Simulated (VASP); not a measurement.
# In2O3 (R-3c) in VASP: further runs

Aim: see how the results for In2O3 move with the level of theory and the settings. Levels: r2SCAN, PBE. Tasks: single point.

Program: VASP 6.6.1. These are calculated values, not measurements. Logs are shortened: lines on timing, memory, paths and dates and some standing lists are left out, and cuts for length are marked.

### 1 The cell of the first run

The structure is trigonal, space group R-3c (No. 167). The conventional cell has a = 5.673 Å, b = 5.673 Å, c = 15.000 Å, α = 90.00°, β = 90.00°, γ = 120.00°. Within 2.9 Å of In (site symmetry 3) lie 6 O at 2.20 to 2.32 Å. Within 3.3 Å of O (site symmetry 2) lie 4 In at 2.20 to 2.32 Å and 8 O at 2.92 to 3.20 Å.

### 2 Single point, r2SCAN (strain +3.0%)

Contents of POSCAR:

```
In2O3
1.0
    2.8364356707      1.6376168980      4.9999703750
   -2.8364356707      1.6376168980      4.9999703750
    0.0000000000     -3.2752337961      4.9999703750
In O
4 6
Direct
    0.8559697303      0.8559697303      0.8559697303
    0.3559697303      0.3559697303      0.3559697303
    0.1440302697      0.1440302697      0.1440302697
    0.6440302697      0.6440302697      0.6440302697
    0.4528988971      0.0471011029      0.7500000000
    0.0471011029      0.7500000000      0.4528988971
    0.5471011029      0.9528988971      0.2500000000
    0.2500000000      0.5471011029      0.9528988971
    0.9528988971      0.2500000000      0.5471011029
    0.7500000000      0.4528988971      0.0471011029
```

Contents of INCAR.step1:

```
  PREC = Accurate
  ENCUT = 520
  ISMEAR = 0
  SIGMA = 0.01
  LREAL = False
  LASPH = True
  NELM = 60
  NBANDS = 55
  GGA = PE
  ALGO = Normal
  EDIFF = 1E-4
  LWAVE = True
  LCHARG = False
```

Contents of INCAR.step2:

```
  PREC = Accurate
  ENCUT = 520
  EDIFF = 1E-6
  ISMEAR = 0
  SIGMA = 0.01
  LREAL = False
  LASPH = True
  NELM = 60
  ALGO = Normal
  ISIF = 2
  LWAVE = False
  LCHARG = False
  METAGGA = R2SCAN
  LMIXTAU = True
  NBANDS = 55
  ISTART = 1
```

Contents of KPOINTS:

```
regular mesh
0
Gamma
  6 6 6
```

Potentials or basis: VASP PAW PBE potentials, release 64 (In_d, O).

The run is started by

```console
cat potpaw_PBE.64/In_d/POTCAR potpaw_PBE.64/O/POTCAR > POTCAR
cp INCAR.step1 INCAR
mpirun -np 1 vasp_std > vasp.out
cp INCAR.step2 INCAR
mpirun -np 1 vasp_std > vasp.out
```

OUTCAR:

```text
PREC = Accurate
   ENCUT = 520
   EDIFF = 1E-6
   ISMEAR = 0
   LREAL = False
   LASPH = True
   NELM = 60
   ISIF = 2
   METAGGA = R2SCAN
   ISTART = 1

 ion  position               nearest neighbor table
   1  0.856  0.856  0.856-   8 2.20   9 2.20   7 2.20   5 2.32  10 2.32   6 2.32   4 3.18   3 3.34
                             3 3.34   3 3.34   4 3.75   4 3.75   4 3.75
   2  0.356  0.356  0.356-   6 2.20  10 2.20   5 2.20   7 2.32   9 2.32   8 2.32   3 3.18   4 3.34
                             4 3.34   4 3.34   3 3.75   3 3.75   3 3.75
   3  0.144  0.144  0.144-  10 2.20   6 2.20   5 2.20   7 2.32   8 2.32   9 2.32   2 3.18   1 3.34
                             1 3.34   1 3.34   2 3.75   2 3.75   2 3.75
   4  0.644  0.644  0.644-   9 2.20   8 2.20   7 2.20   5 2.32   6 2.32  10 2.32   1 3.18   2 3.34
                             2 3.34   2 3.34   1 3.75   1 3.75   1 3.75
   5  0.453  0.047  0.750-   2 2.20   3 2.20   1 2.32   4 2.32
   6  0.047  0.750  0.453-   2 2.20   3 2.20   4 2.32   1 2.32
   7  0.547  0.953  0.250-   1 2.20   4 2.20   3 2.32   2 2.32
   8  0.250  0.547  0.953-   1 2.20   4 2.20   3 2.32   2 2.32
   9  0.953  0.250  0.547-   4 2.20   1 2.20   2 2.32   3 2.32
  10  0.750  0.453  0.047-   3 2.20   2 2.20   1 2.32   4 2.32

  LATTYP: Found a trigonal (rhomboedric) cell.
 ALAT       =     5.9771950085
 COS(alpha) =     0.5496180030

  Lattice vectors:

 A1 = (   2.8364356707,   1.6376168980,   4.9999703750)
 A2 = (  -2.8364356707,   1.6376168980,   4.9999703750)
 A3 = (   0.0000000000,  -3.2752337961,   4.9999703750)

Analysis of symmetry for initial positions (statically):
=====================================================================
 Subroutine PRICEL returns:
 Original cell was already a primitive cell.

 Routine SETGRP: Setting up the symmetry group for a
 trigonal (rhombohedral) supercell.

 Subroutine GETGRP returns: Found 12 space group operations
 (whereof  6 operations were pure point group operations)
 out of a pool of 12 trial point group operations.

The static configuration has the point symmetry S_6 .
 The point group associated with its full space group is D_3d.

Analysis of symmetry for dynamics (positions and initial velocities):
=====================================================================
 Subroutine PRICEL returns:
 Original cell was already a primitive cell.

 Routine SETGRP: Setting up the symmetry group for a
 trigonal (rhombohedral) supercell.

 Subroutine GETGRP returns: Found 12 space group operations
 (whereof  6 operations were pure point group operations)
 out of a pool of 12 trial point group operations.

The dynamic configuration has the point symmetry S_6 .
 The point group associated with its full space group is D_3d.

 Subroutine INISYM returns: Found 12 space group operations
 (whereof  6 operations are pure point group operations),
 and found     1 'primitive' translations

----------------------------------------------------------------------------------------

                                     Primitive cell

  volume of cell :     139.3490

  direct lattice vectors                    reciprocal lattice vectors
     2.836435671  1.637616898  4.999970375     0.176277574  0.101773905  0.066667062
    -2.836435671  1.637616898  4.999970375    -0.176277574  0.101773905  0.066667062
     0.000000000 -3.275233796  4.999970375     0.000000000 -0.203547810  0.066667062

  length of vectors
     5.977195008  5.977195008  5.977195009     0.214187320  0.214187320  0.214187320

  position of ions in fractional coordinates (direct lattice)
     0.855969730  0.855969730  0.855969730
     0.355969730  0.355969730  0.355969730
     0.144030270  0.144030270  0.144030270
     0.644030270  0.644030270  0.644030270
     0.452898897  0.047101103  0.750000000
     0.047101103  0.750000000  0.452898897
     0.547101103  0.952898897  0.250000000
     0.250000000  0.547101103  0.952898897
     0.952898897  0.250000000  0.547101103
     0.750000000  0.452898897  0.047101103

  ion indices of the primitive-cell ions
[... 47 lines left out ...]
   EFERMI =   0.00;   METHOD = LEGACY
   ISMEAR =     0;   SIGMA  =   0.01  broadening in eV -4-tet -1-fermi 0-gaus
   EFERMI_NEDOS =   21; number of points for ismear=-14 and -15
   IALGO  =     38    algorithm
   IMIX   =      4    mixing-type and parameters
     AMIX     =   0.40;   BMIX     =  1.00
     AMIX_MAG =   1.60;   BMIX_MAG =  1.00
  volume/ion in A,a.u.               =      13.93        94.04
  Fermi-wavevector in a.u.,A,eV,Ry     =   1.404541  2.654198 26.840694  1.972735
  Thomas-Fermi vector in A             =   2.527092
   LORBIT       =      0    0 simple, 1 ext, 2 COOP (PROOUT), +10 PAW based schemes
   METAGGA = R2SCAN    functional components
   LHFCALC =     F    Hartree Fock is set to
   AEXX    =    0.0000 exact exchange contribution
   IVDW    =     0    specifies the selected vdW correction
   LEPSILON=     F    determine dielectric tensor
   LRPA    =     F    only Hartree local field effects (RPA)
 non-spin polarized calculation
 Gauss-broadening in eV      SIGMA  =   0.01
  energy-cutoff  :      520.00
  volume of cell :      139.35
 maximum number of plane-waves:      3776
 NGX is ok and might be reduce to    48
   NGX = 23   NGY = 23   NGZ = 23

 number of electron      88.0000009 magnetization

 Free energy of the ion-electron system (eV)
  ---------------------------------------------------
  ext. energy  EPLUGINS =         0.00000000
  ---------------------------------------------------
  free energy    TOTEN  =      -144.02358631 eV

  energy without entropy =     -144.02358631  energy(sigma->0) =     -144.02358631

 E-fermi :   4.1817     XC(G=0): -11.3714

 val. band max:        4.1267919452   @ k =  -0.1667   0.1667   0.0000
 cond. band min:       5.3263814173   @ k =   0.0000   0.0000   0.0000
 fundamental gap:      1.1995894722
 Fermi energy:         4.1816744027

 k-point     1 :       0.0000    0.0000    0.0000
  band No.  band energies     occupation
      1     -13.8543      2.00000
      2     -13.1483      2.00000
      3     -13.1483      2.00000
      4     -12.9876      2.00000
      5     -12.9876      2.00000
      6     -12.9153      2.00000
[... 47 lines left out ...]
     54      14.2346      0.00000
[... 1333 lines left out ...]
     54      14.9565      0.00000
     55      15.5401      0.00000

 [... further k-points ...]

------------------------ aborting loop because EDIFF is reached ----------------------------------------

  FORCE on cell =-STRESS in cart. coord.  units (eV):
  Direction    XX          YY          ZZ          XY          YZ          ZX
  --------------------------------------------------------------------------------------
  -------------------------------------------------------------------------------------
  Total      -11.3424672    -11.3424672     -9.2555004      0.0000000      0.0000000      0.0000000
  in kB     -130.4109875   -130.4109875   -106.4159080      0.0000000      0.0000000      0.0000000
  external PRESSURE =    -122.4126277 kB  Pullay stress =       0.0000000 kB

 VOLUME and BASIS-vectors are now :
 -----------------------------------------------------------------------------
  energy-cutoff  :      520.00
  volume of cell :      139.35
      direct lattice vectors                 reciprocal lattice vectors
     2.836435671  1.637616898  4.999970375     0.176277574  0.101773905  0.066667062
    -2.836435671  1.637616898  4.999970375    -0.176277574  0.101773905  0.066667062
     0.000000000 -3.275233796  4.999970375     0.000000000 -0.203547810  0.066667062

 POSITION                                       TOTAL-FORCE (eV/Angst)
 -----------------------------------------------------------------------------------
      0.00000     -0.00000     12.83947         0.000000     -0.000000      0.017057
      0.00000     -0.00000      5.33951         0.000000     -0.000000      0.017057
      0.00000     -0.00000      2.16044         0.000000      0.000000     -0.017057
      0.00000     -0.00000      9.66040         0.000000      0.000000     -0.017057
      1.15102     -1.63762      6.24996        -0.002826     -0.000000      0.000000
     -1.99373     -0.17800      6.24996         0.001413      0.002447      0.000000
     -1.15102      1.63762      8.74995         0.002826      0.000000      0.000000
     -0.84271     -1.81562      8.74995        -0.001413      0.002447      0.000000
      1.99373      0.17800      8.74995        -0.001413     -0.002447      0.000000
      0.84271      1.81562      6.24996         0.001413     -0.002447      0.000000
 -----------------------------------------------------------------------------------
    total drift:                                0.000000      0.000000     -0.000000

  FREE ENERGIE OF THE ION-ELECTRON SYSTEM (eV)
  ---------------------------------------------------
  free  energy   TOTEN  =      -144.0235863073 eV

  energy  without entropy=     -144.0235863073  energy(sigma->0) =     -144.02358631
```

Wall time 25 min (1 thread of Intel Xeon 8259CL, shared host); peak memory 0.47 GiB.

Results:

```
Free energy            : -144.0236 eV
Pressure               : -12.2 GPa
Largest force          : 0.017 eV/Å
Band gap on the k mesh : 1.20 eV (least direct gap 1.31 eV)
```

Forces on the atoms (eV/Å):
```
In   0.000  0.000  0.017
In   0.000  0.000  0.017
In   0.000  0.000 -0.017
In   0.000  0.000 -0.017
O   -0.003  0.000  0.000
O    0.001  0.002  0.000
O    0.003  0.000  0.000
O   -0.001  0.002  0.000
O   -0.001 -0.002  0.000
O    0.001 -0.002  0.000
```

Stress tensor (GPa, compression positive):
```
-13.04   0.00   0.00
  0.00 -13.04   0.00
  0.00   0.00 -10.64
```

Caveat: the cell differs from its parent crystal (strain +3.0%); the cell stands under tension; the PAW data sets were made with another functional, which shifts forces and pressure a little; spin-orbit coupling is left out, which moves the levels of the heavy elements.

### 3 Single point, PBE (strain -3.0%)

Contents of INCAR:

```
PREC = Accurate
ENCUT = 520
EDIFF = 1E-7
ISMEAR = -1
SIGMA = 0.02
LREAL = False
LASPH = True
NELM = 80
ALGO = Normal
ISIF = 2
LWAVE = False
LCHARG = False
GGA = PE
NBANDS = 55
```

Contents of KPOINTS:

```
Automatic mesh
0
Gamma
  6 6 6
```

Contents of POSCAR:

```
In2O3
1.0
    2.6712064083      1.5422217388      4.7087099649
   -2.6712064083      1.5422217388      4.7087099649
    0.0000000000     -3.0844434778      4.7087099648
In O
4 6
Direct
    0.8582826506      0.8582826506      0.8582826506
    0.3582826506      0.3582826506      0.3582826506
    0.1417173494      0.1417173494      0.1417173494
    0.6417173494      0.6417173494      0.6417173494
    0.4548844019      0.0451155981      0.7500000000
    0.0451155981      0.7500000000      0.4548844019
    0.5451155981      0.9548844019      0.2500000000
    0.2500000000      0.5451155981      0.9548844019
    0.9548844019      0.2500000000      0.5451155981
    0.7500000000      0.4548844019      0.0451155981
```

Potentials or basis: VASP PAW PBE potentials, release 64 (In_d, O).

The run is started by

```console
cat potpaw_PBE.64/In_d/POTCAR potpaw_PBE.64/O/POTCAR > POTCAR
mpirun -np 1 vasp_std > vasp.out
```

Wall time 8.2 min (1 thread of Intel Xeon 8259CL, shared host); peak memory 0.34 GiB.

It converged, with:

```yaml
Free_energy: -54.2190 eV
Pressure: 27.4 GPa
Largest_force: 0.122 eV/Å
Band_gap_on_the_k_mesh: 1.79 eV
```

Forces on the atoms (eV/Å):
```
In   0.000  0.000  0.122
In   0.000  0.000  0.122
In   0.000  0.000 -0.122
In   0.000  0.000 -0.122
O    0.016  0.000  0.000
O   -0.008 -0.014  0.000
O   -0.016  0.000  0.000
O    0.008 -0.014  0.000
O    0.008  0.014  0.000
O   -0.008  0.014  0.000
```

Stress tensor (GPa, compression positive):
```
29.15  0.00  0.00
 0.00 29.15  0.00
 0.00  0.00 24.01
```

Levels at points of the mesh, in eV from the valence-band top:
```
           k point  band 42  band 43  band 44  band 45  band 46  band 47
(0.00, 0.00, 0.00)    -0.36     0.00     0.00     1.79     5.83     6.99
(0.50, 0.00, 0.00)    -0.79    -0.12    -0.12     5.51     5.51     6.48
(0.50, 0.50, 0.00)    -0.37    -0.11    -0.08     5.85     6.05     7.00
(0.50, 0.50, 0.50)    -0.22    -0.22    -0.22     4.90     4.90     7.99
```

Caveat: the cell differs from its parent crystal (strain -3.0%); the stress differs along the axes, from 24 to 29 GPa; spin-orbit coupling is left out, which moves the levels of the heavy elements.

### 4 Single point, PBE (strain -2.0%)

Contents of INCAR:

```
ALGO = Normal
EDIFF = 1E-6
ENCUT = 520
GGA = PE
ISIF = 2
ISMEAR = -1
LASPH = True
LCHARG = False
LREAL = False
LWAVE = False
NBANDS = 55
NELM = 60
PREC = Accurate
SIGMA = 0.02
```

Contents of KPOINTS:

```
k-points
0
Gamma
  6 6 6
```

Contents of POSCAR:

```
In2O3
1.0
    2.6987446187      1.5581209320      4.7572533666
   -2.6987446187      1.5581209320      4.7572533666
    0.0000000000     -3.1162418642      4.7572533665
In O
4 6
Direct
    0.8578310115      0.8578310115      0.8578310115
    0.3578310115      0.3578310115      0.3578310115
    0.1421689885      0.1421689885      0.1421689885
    0.6421689885      0.6421689885      0.6421689885
    0.4542604994      0.0457395006      0.7500000000
    0.0457395006      0.7500000000      0.4542604994
    0.5457395006      0.9542604994      0.2500000000
    0.2500000000      0.5457395006      0.9542604994
    0.9542604994      0.2500000000      0.5457395006
    0.7500000000      0.4542604994      0.0457395006
```

The run is started by

```console
cat potpaw_PBE.64/In_d/POTCAR potpaw_PBE.64/O/POTCAR > POTCAR
mpirun -np 1 vasp_std > vasp.out
```

Wall time 6.5 min (1 thread of Intel Xeon 8259CL, shared host); peak memory 0.34 GiB.

It converged, with:

```
Free energy            : -54.7528 eV
Pressure               : 19.6 GPa
Largest force          : 0.111 eV/Å
Band gap on the k mesh : 1.61 eV
```

Forces in eV/Å, atoms in the order of the input:
```
In   0.000  0.000  0.111
In   0.000  0.000  0.111
In   0.000  0.000 -0.111
In   0.000  0.000 -0.111
O    0.013  0.000  0.000
O   -0.007 -0.011  0.000
O   -0.013  0.000  0.000
O    0.007 -0.011  0.000
O    0.007  0.011  0.000
O   -0.007  0.011  0.000
```

Stress tensor (GPa, compression positive):
```
20.75  0.00  0.00
 0.00 20.75  0.00
 0.00  0.00 17.33
```

Levels at points of the mesh, in eV from the valence-band top:
```
           k point  band 40  band 41  band 42  band 43  band 44  band 45  band 46  band 47  band 48  band 49
(0.00, 0.00, 0.00)    -0.45    -0.30    -0.30     0.00     0.00     1.61     5.75     6.74     7.63     9.63
(0.50, 0.00, 0.00)    -1.03    -0.75    -0.75    -0.08    -0.08     5.33     5.33     6.28     6.28     8.72
(0.50, 0.50, 0.00)    -0.94    -0.60    -0.34    -0.08    -0.05     5.62     5.88     6.87     6.94     7.63
(0.50, 0.50, 0.50)    -1.19    -0.20    -0.20    -0.20    -0.20     4.74     4.74     7.71     7.71     8.55
```

Caveat: the cell differs from its parent crystal (strain -2.0%); the cell stands under pressure; spin-orbit coupling is left out, which moves the levels of the heavy elements.

### 5 Single point, PBE (strain -1.0%)

Contents of INCAR:

```
SYSTEM = In2O3
ALGO = Normal
EDIFF = 1E-6
ENCUT = 520
GGA = PE
ISIF = 2
ISMEAR = -1
LASPH = .TRUE.
LCHARG = .FALSE.
LREAL = .FALSE.
LWAVE = .FALSE.
NBANDS = 55
NELM = 100
PREC = Accurate
SIGMA = 0.02
```

Contents of KPOINTS:

```
k-points
0
G
  6 6 6
  0 0 0
```

Contents of POSCAR:

```
In2O3
1.0
    2.7262828291      1.5740201252      4.8057967683
   -2.7262828291      1.5740201252      4.8057967683
    0.0000000000     -3.1480402506      4.8057967682
In O
4 6
Direct
    0.8574230602      0.8574230602      0.8574230602
    0.3574230602      0.3574230602      0.3574230602
    0.1425769398      0.1425769398      0.1425769398
    0.6425769398      0.6425769398      0.6425769398
    0.4537682870      0.0462317130      0.7500000000
    0.0462317130      0.7500000000      0.4537682870
    0.5462317130      0.9537682870      0.2500000000
    0.2500000000      0.5462317130      0.9537682870
    0.9537682870      0.2500000000      0.5462317130
    0.7500000000      0.4537682870      0.0462317130
```

The run is started by

```console
cat potpaw_PBE.64/In_d/POTCAR potpaw_PBE.64/O/POTCAR > POTCAR
mpirun -np 1 vasp_std > vasp.out
```

Wall time 8.3 min (1 thread of Intel Xeon 8259CL, shared host); peak memory 0.4 GiB.

It converged, with:

```yaml
Free_energy: -55.1284 eV
Pressure: 12.8 GPa
Largest_force: 0.103 eV/Å
Band_gap_on_the_k_mesh: 1.42 eV (least direct gap 1.44 eV)
```

Forces on the atoms (eV/Å):
```
In   0.000  0.000  0.103
In   0.000  0.000  0.103
In   0.000  0.000 -0.103
In   0.000  0.000 -0.103
O    0.010  0.000  0.000
O   -0.005 -0.009  0.000
O   -0.010  0.000  0.000
O    0.005 -0.009  0.000
O    0.005  0.009  0.000
O   -0.005  0.009  0.000
```

Stress tensor (GPa, compression positive):
```
13.45  0.00  0.00
 0.00 13.45  0.00
 0.00  0.00 11.47
```

Levels at points of the mesh, in eV from the valence-band top:
```csv
k point,band 40,band 41,band 42,band 43,band 44,band 45,band 46,band 47,band 48,band 49
"(0.00, 0.00, 0.00)",-0.40,-0.27,-0.27,-0.02,-0.02,1.42,5.64,6.47,7.45,9.39
"(0.50, 0.00, 0.00)",-0.95,-0.74,-0.74,-0.06,-0.06,5.12,5.12,6.07,6.07,8.57
"(0.50, 0.50, 0.00)",-0.88,-0.56,-0.33,-0.07,-0.03,5.38,5.68,6.68,6.70,7.48
"(0.50, 0.50, 0.50)",-1.13,-0.19,-0.19,-0.19,-0.19,4.55,4.55,7.41,7.41,8.43
```

Caveat: the cell differs from its parent crystal (strain -1.0%); the cell stands under pressure; spin-orbit coupling is left out, which moves the levels of the heavy elements. A k mesh can miss the band edges.

### 6 Summary

| level | cell | smearing | gap on the mesh (eV) | pressure (GPa) | largest force (eV/Å) |
| --- | --- | --- | --- | --- | --- |
| r2SCAN | a = 5.977 Å, angles 56.7°, 10 atoms, strain +3.0% | gaussian 0.01 eV | 1.20 | -12.2 | 0.02 |
| PBE | a = 5.629 Å, angles 56.7°, 10 atoms, strain -3.0% | fermi-dirac 0.02 eV | 1.79 | 27.4 | 0.12 |
| PBE | a = 5.687 Å, angles 56.7°, 10 atoms, strain -2.0% | fermi-dirac 0.02 eV | 1.61 | 19.6 | 0.11 |
| PBE | a = 5.745 Å, angles 56.7°, 10 atoms, strain -1.0% | fermi-dirac 0.02 eV | 1.42 | 12.8 | 0.10 |

Alike in all rows: task single point; potentials or basis VASP PAW PBE potentials, release 64 (In_d, O); no spin polarisation; k mesh 6 × 6 × 6; cutoff (eV) 520.

Caveats: spin-orbit coupling is left out, which moves the levels of the heavy elements; the cell stands under pressure (at least some runs); the cell stands under tension (at least some runs); the PAW data sets were made with another functional, which shifts forces and pressure a little (at least some runs); the stress differs along the axes, from 24 to 29 GPa (at least some runs).

Absolute energies hang on the potentials; compare differences alone.
